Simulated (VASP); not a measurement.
A run of VASP 6.6.1 is set up as follows.

Contents of INCAR:

```
PREC = Accurate
ENCUT = 520
EDIFF = 1E-7
ISMEAR = 0
SIGMA = 0.015
LREAL = False
LASPH = True
NELM = 80
ALGO = Normal
ISIF = 2
LWAVE = False
LCHARG = True
GGA = PE
LELF = True
LVHAR = True
NBANDS = 26
```

Contents of KPOINTS:

```
Automatic mesh
0
Gamma
  9 9 5
```

The input POSCAR:

```
ZnO
1.0
    3.2493080000      0.0000000000      0.0000000000
   -1.6246540000      2.8139832727      0.0000000000
    0.0000000000      0.0000000000      5.2057090000
Zn O
2 2
Direct
    0.6666666667      0.3333333333      0.0000000000
    0.3333333333      0.6666666667      0.5000000000
    0.3333333333      0.6666666667      0.8790100000
    0.6666666667      0.3333333333      0.3790100000
```

Potentials or basis: VASP PAW PBE potentials, release 64 (Zn, O).

Command:

```console
$ cat potpaw_PBE.64/Zn/POTCAR potpaw_PBE.64/O/POTCAR > POTCAR
$ mpirun -np 1 vasp_std > vasp.out
```

(1) What does it give for the pressure?

(2) What does it give for the band gap on the k mesh?

(3) What does it give for the largest force?

Results:

(1) 6.0 GPa.

(2) 0.79 eV, direct.

(3) 0.074 eV/Å.
